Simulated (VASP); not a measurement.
# SiC (Fm-3m) in VASP: further runs

Runs on SiC. Level: r2SCAN. Tasks: single point.

Program: VASP 6.6.1. These are calculated values, not measurements. Logs are shortened: lines on timing, memory, paths and dates and some standing lists are left out, and cuts for length are marked.

## 1. The cell of the first run

Symmetry: Fm-3m, No. 225, cubic system. Conventional cell: a = 4.026 Å, b = 4.026 Å, c = 4.026 Å, α = 90.00°, β = 90.00°, γ = 90.00°. Within 2.7 Å of C (site symmetry m-3m) lie 6 Si at 2.01 Å. Within 2.7 Å of Si (site symmetry m-3m) lie 6 C at 2.01 Å.

## 2. Single point, r2SCAN

The input, POSCAR:

```
SiC
1.0
    0.0000000000      2.0128606872      2.0128606872
    2.0128606872      0.0000000000      2.0128606872
    2.0128606872      2.0128606872      0.0000000000
C Si
1 1
Direct
    0.0000000000      0.0000000000      0.0000000000
    0.5000000000      0.5000000000      0.5000000000
```

The input, INCAR.step1:

```
  ALGO = Normal
  EDIFF = 1E-4
  ENCUT = 520
  GGA = PE
  ISMEAR = 0
  LASPH = T
  LCHARG = F
  LREAL = F
  LWAVE = T
  NBANDS = 11
  NELM = 100
  PREC = Accurate
  SIGMA = 0.05
```

The input, INCAR.step2:

```
  ALGO = Normal
  EDIFF = 1E-7
  ENCUT = 520
  ISIF = 2
  ISMEAR = 0
  ISTART = 1
  LASPH = T
  LCHARG = F
  LMIXTAU = T
  LREAL = F
  LWAVE = F
  METAGGA = R2SCAN
  NBANDS = 11
  NELM = 100
  PREC = Accurate
  SIGMA = 0.05
```

The input, KPOINTS:

```
k-points
0
Gamma
  18 18 18
```

Potentials or basis: VASP PAW PBE potentials, release 64 (C, Si).

Command:

```console
$ cat potpaw_PBE.64/C/POTCAR potpaw_PBE.64/Si/POTCAR > POTCAR
$ cp INCAR.step1 INCAR
$ mpirun -np 1 vasp_std > vasp.out
$ cp INCAR.step2 INCAR
$ mpirun -np 1 vasp_std > vasp.out
```

OUTCAR:

```text
EDIFF = 1E-7
   ENCUT = 520
   ISIF = 2
   ISMEAR = 0
   ISTART = 1
   LASPH = T
   LREAL = F
   METAGGA = R2SCAN
   NELM = 100
   PREC = Accurate

 ion  position               nearest neighbor table
   1  0.000  0.000  0.000-   2 2.01   2 2.01   2 2.01   2 2.01   2 2.01   2 2.01
   2  0.500  0.500  0.500-   1 2.01   1 2.01   1 2.01   1 2.01   1 2.01   1 2.01

  LATTYP: Found a face centered cubic cell.
 ALAT       =     4.0257213744

  Lattice vectors:

 A1 = (   0.0000000000,   2.0128606872,   2.0128606872)
 A2 = (   2.0128606872,   0.0000000000,   2.0128606872)
 A3 = (   2.0128606872,   2.0128606872,   0.0000000000)

Analysis of symmetry for initial positions (statically):
=====================================================================
 Subroutine PRICEL returns:
 Original cell was already a primitive cell.

 Routine SETGRP: Setting up the symmetry group for a
 face centered cubic supercell.

 Subroutine GETGRP returns: Found 48 space group operations
 (whereof 48 operations were pure point group operations)
 out of a pool of 48 trial point group operations.

The static configuration has the point symmetry O_h .

Analysis of symmetry for dynamics (positions and initial velocities):
=====================================================================
 Subroutine PRICEL returns:
 Original cell was already a primitive cell.

 Routine SETGRP: Setting up the symmetry group for a
 face centered cubic supercell.

 Subroutine GETGRP returns: Found 48 space group operations
 (whereof 48 operations were pure point group operations)
 out of a pool of 48 trial point group operations.

The dynamic configuration has the point symmetry O_h .

 Subroutine INISYM returns: Found 48 space group operations
 (whereof 48 operations are pure point group operations),
 and found     1 'primitive' translations

----------------------------------------------------------------------------------------

                                     Primitive cell

  volume of cell :      16.3106

  direct lattice vectors                    reciprocal lattice vectors
     0.000000000  2.012860687  2.012860687    -0.248402685  0.248402685  0.248402685
     2.012860687  0.000000000  2.012860687     0.248402685 -0.248402685  0.248402685
     2.012860687  2.012860687  0.000000000     0.248402685  0.248402685 -0.248402685

  length of vectors
     2.846614883  2.846614883  2.846614883     0.430246072  0.430246072  0.430246072

  position of ions in fractional coordinates (direct lattice)
     0.000000000  0.000000000  0.000000000
     0.500000000  0.500000000  0.500000000

  ion indices of the primitive-cell ions
   primitive index   ion index
                 1           1
                 2           2

----------------------------------------------------------------------------------------

 KPOINTS: k-points

Automatic generation of k-mesh.
 Grid dimensions read from file:
 generate k-points for:   18   18   18

 Generating k-lattice:

  Cartesian coordinates                     Fractional coordinates (reciprocal lattice)
    -0.013800149  0.013800149  0.013800149     0.055555556  0.000000000  0.000000000
     0.013800149 -0.013800149  0.013800149     0.000000000  0.055555556  0.000000000
     0.013800149  0.013800149 -0.013800149     0.000000000  0.000000000  0.055555556

  Length of vectors
     0.023902560  0.023902560  0.023902560

  Shift w.r.t. Gamma in fractional coordinates (k-lattice)
     0.000000000  0.000000000  0.000000000

 Subroutine IBZKPT returns following result:
 ===========================================

 Found    195 irreducible k-points:

 Following reciprocal coordinates:
            Coordinates               Weight
  0.000000  0.000000  0.000000      1.000000
  0.055556  0.000000  0.000000      8.000000
  0.111111  0.000000  0.000000      8.000000
  0.166667  0.000000  0.000000      8.000000
  0.222222  0.000000  0.000000      8.000000
  0.277778  0.000000  0.000000      8.000000
[... 16 lines left out ...]
 -0.277778  0.055556  0.000000     24.000000
 -0.222222  0.055556  0.000000     24.000000
 [... further k-points ...]
   k-points           NKPTS =    195   k-points in BZ     NKDIM =    195   number of bands    NBANDS=     11
   number of dos      NEDOS =    301   number of ions     NIONS =      2
   total plane-waves  NPLWV =  13824
   dimension x,y,z NGX =    24 NGY =   24 NGZ =   24
   dimension x,y,z NGXF=    48 NGYF=   48 NGZF=   48
   ions per type =               1   1
   NGX,Y,Z   is equivalent  to a cutoff of  14.02, 14.02, 14.02 a.u.
   NGXF,Y,Z  is equivalent  to a cutoff of  28.03, 28.03, 28.03 a.u.
 SYSTEM =  unknown system
   PREC   = accura    normal or accurate (medium, high low for compatibility)
   ISTART =      1    job   : 0-new  1-cont  2-samecut
   ICHARG =      0    charge: 1-file 2-atom 10-const
   ISPIN  =      1    spin polarized calculation?
   LNONCOLLINEAR =      F non collinear calculations
   LSORBIT =      F    spin-orbit coupling
   LASPH  =      T    aspherical Exc in radial PAW
   ENCUT  =  520.0 eV  38.22 Ry    6.18 a.u.   5.29  5.29  5.29*2*pi/ulx,y,z
   NELM   =    100;   NELMIN=  2; NELMDL=  0     # of ELM steps
   EDIFF  = 0.1E-06   stopping-criterion for ELM
   LREAL  =      F    real-space projection
   EDIFFG = 0.1E-05   stopping-criterion for IOM
   NSW    =      0    number of steps for IOM
   IBRION =     -1    ionic relax: 0-MD 1-quasi-New 2-CG
   NFREE  =      0    steps in history (QN), initial steepest desc. (CG)
   ISIF   =      2    stress and relaxation
   ISYM   =      2    0-nonsym 1-usesym 2-fastsym
   POTIM  = 0.5000    time-step for ionic-motion
   TEBEG  =    0.0;   TEEND  =   0.0 temperature during run
   PSTRESS=    0.0 pullay stress
   NELECT =       8.0000    total number of electrons
   NUPDOWN=      -1.0000    fix difference up-down
   EMIN   =  10.00;   EMAX   =-10.00  energy-range for DOS
   EFERMI =   0.00;   METHOD = LEGACY
   ISMEAR =     0;   SIGMA  =   0.05  broadening in eV -4-tet -1-fermi 0-gaus
   EFERMI_NEDOS =   21; number of points for ismear=-14 and -15
   IALGO  =     38    algorithm
   IMIX   =      4    mixing-type and parameters
     AMIX     =   0.40;   BMIX     =  1.00
     AMIX_MAG =   1.60;   BMIX_MAG =  1.00
  volume/ion in A,a.u.               =       8.16        55.03
  Fermi-wavevector in a.u.,A,eV,Ry     =   1.291064  2.439757 22.678821  1.666846
  Thomas-Fermi vector in A             =   2.422857
   LORBIT       =      0    0 simple, 1 ext, 2 COOP (PROOUT), +10 PAW based schemes
   METAGGA = R2SCAN    functional components
   LHFCALC =     F    Hartree Fock is set to
   AEXX    =    0.0000 exact exchange contribution
   IVDW    =     0    specifies the selected vdW correction
   LEPSILON=     F    determine dielectric tensor
   LRPA    =     F    only Hartree local field effects (RPA)
 non-spin polarized calculation
 Gauss-broadening in eV      SIGMA  =   0.05
  energy-cutoff  :      520.00
  volume of cell :       16.31
 maximum number of plane-waves:       459
 NGX is ok and might be reduce to    24
   NGX = 11   NGY = 11   NGZ = 11

 number of electron       8.0000000 magnetization

 Free energy of the ion-electron system (eV)
  ---------------------------------------------------
  ext. energy  EPLUGINS =         0.00000000
  ---------------------------------------------------
  free energy    TOTEN  =       -17.65833568 eV

  energy without entropy =      -17.65800637  energy(sigma->0) =      -17.65817102

 E-fermi :  12.6896     XC(G=0): -13.5123

 val. band max:       12.6854193102   @ k =   0.0000   0.0000   0.0000
 cond. band min:      12.6923224313   @ k =  -0.1111   0.0556   0.0000
 fundamental gap:      0.0069031211
 Fermi energy:        12.6895810909

 k-point     1 :       0.0000    0.0000    0.0000
  band No.  band energies     occupation
      1      -6.9650      2.00000
      2      12.6854      1.09373
      3      12.6854      1.09373
      4      12.6854      1.09370
      5      21.1359      0.00000
      6      22.0841      0.00000
      7      22.0841      0.00000
      8      22.0841      0.00000
      9      26.6085      0.00000
     10      26.6085      0.00000
     11      26.6085      0.00000

 k-point     2 :       0.0556    0.0000    0.0000
  band No.  band energies     occupation
      1      -6.8855      2.00000
      2      12.2281      2.00000
      3      12.6312      1.90124
      4      12.6312      1.90123
      5      21.2628      0.00000
      6      22.0490      0.00000
      7      22.2321      0.00000
      8      22.2321      0.00000
      9      25.3519      0.00000
     10      25.3519      0.00000
     11      26.5507      0.00000

 k-point     3 :       0.1111    0.0000    0.0000
  band No.  band energies     occupation
      1      -6.6475      2.00000
      2      11.0485      2.00000
      3      12.4844      2.00000
      4      12.4844      2.00000
      5      21.0600      0.00000
      6      22.5009      0.00000
      7      22.5009      0.00000
      8      22.5284      0.00000
      9      24.1881      0.00000
     10      24.1881      0.00000
     11      26.3342      0.00000

 k-point     4 :       0.1667    0.0000    0.0000
  band No.  band energies     occupation
      1      -6.2526      2.00000
      2       9.4773      2.00000
      3      12.2824      2.00000
      4      12.2824      2.00000
      5      20.5916      0.00000
      6      22.0243      0.00000
      7      22.0243      0.00000
      8      23.4123      0.00000
      9      24.2448      0.00000
     10      24.2448      0.00000
     11      26.0091      0.00000

 k-point     5 :       0.2222    0.0000    0.0000
  band No.  band energies     occupation
      1      -5.7033      2.00000
      2       7.7459      2.00000
      3      12.0655      2.00000
      4      12.0655      2.00000
      5      20.1504      0.00000
      6      21.0459      0.00000
      7      21.0459      0.00000
      8      24.2068      0.00000
      9      25.2487      0.00000
     10      25.2487      0.00000
     11      25.8211      0.00000
[... 211 lines left out ...]
 k-point    21 :      -0.3889    0.0556    0.0000
  band No.  band energies     occupation
      1      -2.8017      2.00000
      2       2.2422      2.00000
      3      10.9111      2.00000
      4      11.6455      2.00000
      5      18.6409      0.00000
      6      18.6686      0.00000
      7      19.6584      0.00000
      8      24.2358      0.00000
      9      28.0500      0.00000
     10      29.4696      0.00000
     11      31.1080      0.00000

 k-point    22 :      -0.3333    0.0556    0.0000
  band No.  band energies     occupation
      1      -3.7886      2.00000
      2       3.7862      2.00000
      3      10.9263      2.00000
      4      11.8759      2.00000
      5      18.9725      0.00000
      6      19.2290      0.00000
      7      19.7948      0.00000
      8      24.4892      0.00000
      9      27.1037      0.00000
     10      27.8000      0.00000
     11      29.9526      0.00000

 k-point    23 :      -0.2778    0.0556    0.0000
  band No.  band energies     occupation
      1      -4.6707      2.00000
      2       5.4599      2.00000
      3      11.0239      2.00000
      4      12.1200      2.00000
      5      19.5030      0.00000
      6      19.9312      0.00000
      7      20.0661      0.00000
      8      24.6303      0.00000
      9      26.2137      0.00000
     10      26.2289      0.00000
     11      28.6127      0.00000

 k-point    24 :      -0.2222    0.0556    0.0000
  band No.  band energies     occupation
      1      -5.4173      2.00000
      2       7.1988      2.00000
      3      11.2027      2.00000
      4      12.3568      2.00000
      5      20.2548      0.00000
      6      20.2966      0.00000
      7      20.9016      0.00000
      8      24.1118      0.00000
      9      24.8486      0.00000
     10      26.0285      0.00000
     11      27.2843      0.00000

 [... further k-points ...]

------------------------ aborting loop because EDIFF is reached ----------------------------------------

  FORCE on cell =-STRESS in cart. coord.  units (eV):
  Direction    XX          YY          ZZ          XY          YZ          ZX
  --------------------------------------------------------------------------------------
  -------------------------------------------------------------------------------------
  Total        0.0280826      0.0280826      0.0280826      0.0000000      0.0000000     -0.0000000
  in kB        2.7585221      2.7585221      2.7585221      0.0000000      0.0000000     -0.0000000
  external PRESSURE =       2.7585221 kB  Pullay stress =       0.0000000 kB

 VOLUME and BASIS-vectors are now :
 -----------------------------------------------------------------------------
  energy-cutoff  :      520.00
  volume of cell :       16.31
      direct lattice vectors                 reciprocal lattice vectors
     0.000000000  2.012860687  2.012860687    -0.248402685  0.248402685  0.248402685
     2.012860687  0.000000000  2.012860687     0.248402685 -0.248402685  0.248402685
     2.012860687  2.012860687  0.000000000     0.248402685  0.248402685 -0.248402685

 POSITION                                       TOTAL-FORCE (eV/Angst)
 -----------------------------------------------------------------------------------
      0.00000      0.00000      0.00000        -0.000000      0.000000     -0.000000
      2.01286      2.01286      2.01286         0.000000     -0.000000      0.000000
 -----------------------------------------------------------------------------------
    total drift:                                0.000000     -0.000000     -0.000000

  FREE ENERGIE OF THE ION-ELECTRON SYSTEM (eV)
  ---------------------------------------------------
  free  energy   TOTEN  =       -17.6583356793 eV

  energy  without entropy=      -17.6580063672  energy(sigma->0) =      -17.65817102
```

Wall time 3.8 min (1 thread of Intel Xeon 8259CL, shared host); peak memory 0.16 GiB.

What came out:

```
Free energy            : -17.6583 eV
Pressure               : 0.3 GPa
Band gap on the k mesh : zero (band 4 reaches 12.74 eV, above the bottom of band 5 at 12.07 eV)
```

Levels at points of the mesh, in eV from the Fermi level:
| k point | band 1 | band 2 | band 3 | band 4 | band 5 | band 6 | band 7 | band 8 | band 9 |
| --- | --- | --- | --- | --- | --- | --- | --- | --- | --- |
| (0.00, 0.00, 0.00) | -19.65 | 0.00 | 0.00 | 0.00 | 8.45 | 9.39 | 9.39 | 9.39 | 13.92 |
| (0.50, 0.00, 0.00) | -14.28 | -12.15 | -1.20 | -1.20 | 5.72 | 5.72 | 6.55 | 10.78 | 16.29 |
| (0.50, 0.50, 0.00) | -12.41 | -10.40 | -4.64 | -4.64 | -0.62 | 2.88 | 16.24 | 16.24 | 16.62 |

Caveat: the PAW data sets were made with another functional, which shifts forces and pressure a little.

## 3. Single point, r2SCAN

This run uses another cell than the first one, of 8.37 Å³/atom, 1.026 times its volume.

The input, POSCAR:

```
SiC
1.0
    0.0000000000      2.0301067309      2.0301067309
    2.0301067309      0.0000000000      2.0301067309
    2.0301067309      2.0301067309      0.0000000000
C Si
1 1
Direct
    0.0000000000      0.0000000000      0.0000000000
    0.5000000000      0.5000000000      0.5000000000
```

The input, INCAR.step1:

```
PREC = Accurate
ENCUT = 520
ISMEAR = 0
SIGMA = 0.05
LREAL = False
LASPH = True
NELM = 60
NBANDS = 11
GGA = PE
ALGO = Normal
EDIFF = 1E-4
LWAVE = True
LCHARG = False
```

The input, INCAR.step2:

```
PREC = Accurate
ENCUT = 520
EDIFF = 1E-7
ISMEAR = 0
SIGMA = 0.05
LREAL = False
LASPH = True
NELM = 60
ALGO = Normal
ISIF = 2
LWAVE = False
LCHARG = False
METAGGA = R2SCAN
LMIXTAU = True
NBANDS = 11
ISTART = 1
```

The input, KPOINTS:

```
regular mesh
0
Gamma
  18 18 18
```

Potentials or basis: VASP PAW PBE potentials, release 64 (C, Si).

Command:

```console
$ cat potpaw_PBE.64/C/POTCAR potpaw_PBE.64/Si/POTCAR > POTCAR
$ cp INCAR.step1 INCAR
$ mpirun -np 1 vasp_std > vasp.out
$ cp INCAR.step2 INCAR
$ mpirun -np 1 vasp_std > vasp.out
```

It took 3.8 min on 1 thread of Intel Xeon 8259CL, shared host; peak memory 0.16 GiB.

It converged, with:

```
Free energy            : -17.6513 eV
Pressure               : -5.7 GPa
Band gap on the k mesh : zero (band 4 reaches 12.36 eV, above the bottom of band 5 at 11.49 eV)
```

Levels at points of the mesh, in eV from the Fermi level:
```
           k point  band 1  band 2  band 3  band 4  band 5  band 6  band 7  band 8  band 9
(0.00, 0.00, 0.00)  -19.29    0.04    0.04    0.04    8.01    9.44    9.44    9.44   13.62
(0.50, 0.00, 0.00)  -14.03  -11.89   -1.08   -1.08    5.65    5.65    6.43   10.51   16.06
(0.50, 0.50, 0.00)  -12.22  -10.11   -4.48   -4.48   -0.75    3.05   15.89   15.89   16.30
```

Caveat: the PAW data sets were made with another functional, which shifts forces and pressure a little.

## 4. Single point, r2SCAN (volume scaled by 1.040)

The input, POSCAR:

```
SiC
1.0
    0.0000000000      2.0393487338      2.0393487338
    2.0393487338      0.0000000000      2.0393487338
    2.0393487338      2.0393487338      0.0000000000
C Si
1 1
Direct
    0.0000000000      0.0000000000      0.0000000000
    0.5000000000      0.5000000000      0.5000000000
```

The input, INCAR.step1:

```
ALGO = Normal
EDIFF = 1E-4
ENCUT = 520
GGA = PE
ISMEAR = 0
LASPH = True
LCHARG = False
LREAL = False
LWAVE = True
NBANDS = 11
NELM = 60
PREC = Accurate
SIGMA = 0.05
```

The input, INCAR.step2:

```
ALGO = Normal
EDIFF = 1E-6
ENCUT = 520
ISIF = 2
ISMEAR = 0
ISTART = 1
LASPH = True
LCHARG = False
LMIXTAU = True
LREAL = False
LWAVE = False
METAGGA = R2SCAN
NBANDS = 11
NELM = 60
PREC = Accurate
SIGMA = 0.05
```

The input, KPOINTS:

```
k-points
0
Gamma
  18 18 18
```

Command:

```console
$ cat potpaw_PBE.64/C/POTCAR potpaw_PBE.64/Si/POTCAR > POTCAR
$ cp INCAR.step1 INCAR
$ mpirun -np 1 vasp_std > vasp.out
$ cp INCAR.step2 INCAR
$ mpirun -np 1 vasp_std > vasp.out
```

It took 3 min on 1 thread of Intel Xeon 8259CL, shared host; peak memory 0.17 GiB.

It converged, with:

* Free energy: -17.6408 eV
* Pressure: -8.9 GPa
* Band gap on the k mesh: zero (band 4 reaches 12.16 eV, above the bottom of band 5 at 11.18 eV)

Levels at points of the mesh, in eV from the Fermi level:
| k point | band 1 | band 2 | band 3 | band 4 | band 5 | band 6 | band 7 | band 8 | band 9 |
| --- | --- | --- | --- | --- | --- | --- | --- | --- | --- |
| (0.00, 0.00, 0.00) | -19.12 | 0.06 | 0.06 | 0.06 | 7.77 | 9.45 | 9.45 | 9.45 | 13.46 |
| (0.50, 0.00, 0.00) | -13.91 | -11.77 | -1.03 | -1.03 | 5.60 | 5.60 | 6.36 | 10.36 | 15.93 |
| (0.50, 0.50, 0.00) | -12.14 | -9.97 | -4.41 | -4.41 | -0.83 | 3.13 | 15.69 | 15.69 | 16.12 |

Caveat: the cell differs from its parent crystal (volume scaled by 1.040); the PAW data sets were made with another functional, which shifts forces and pressure a little.

[end of part 1 of 2]
